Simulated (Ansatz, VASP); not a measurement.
# Sn: VASP and Ansatz over several settings

```
CELL_PARAMETERS angstrom
0.00000 3.23334 3.23334
3.23334 0.00000 3.23334
3.23334 3.23334 0.00000
ATOMIC_POSITIONS crystal
Sn 0.75000 0.75000 0.75000
Sn 0.50000 0.50000 0.50000
```

Single points on this cell with VASP 6.6.1 and Ansatz 0.2.0. Each row is one pair of runs. Alike in all rows: VASP's potentials, cutoff: VASP PAW PBE potentials, release 64 (Sn_d), 520 eV.

| level | spin | k mesh | smearing | Ansatz's potentials, cutoff | gap on the k mesh at the Fermi level (eV), VASP | gap on the k mesh at the Fermi level (eV), Ansatz | pressure (GPa), VASP | pressure (GPa), Ansatz |
| --- | --- | --- | --- | --- | --- | --- | --- | --- |
| RPBE | off | 7 × 7 × 7 | gaussian, width 0.1 eV | Ansatz PAW, 420 eV | none | none | 5.2 | 5.2 |
| PBE | off | 7 × 7 × 7 | gaussian, width 0.1 eV | Ansatz PAW, 420 eV | none | none | 3.8 | 3.8 |
| HSE06 | non-collinear, zero start, SOC | 3 × 3 × 3 | fermi-dirac, width 0.05 eV | Ansatz PAW, 420 eV | - | - | 3.7 | 3.7 |
| RPBE+D3(BJ) | off | 7 × 7 × 7 | fermi-dirac, width 0.025 eV | Ansatz PAW earlier set, 640 eV | none | none | -2.9 | -2.9 |

Pressure (GPa): the two programs differ by at most 0.05.

VASP's potentials hold 28 valence electrons a cell and Ansatz's 44 in some rows, so a difference there can come from the potentials and not from the codes.

A gap of «none» marks a metal or a gap that the smearing closes.

The k mesh is coarse in some rows, so the values compare programs but aren't converged.
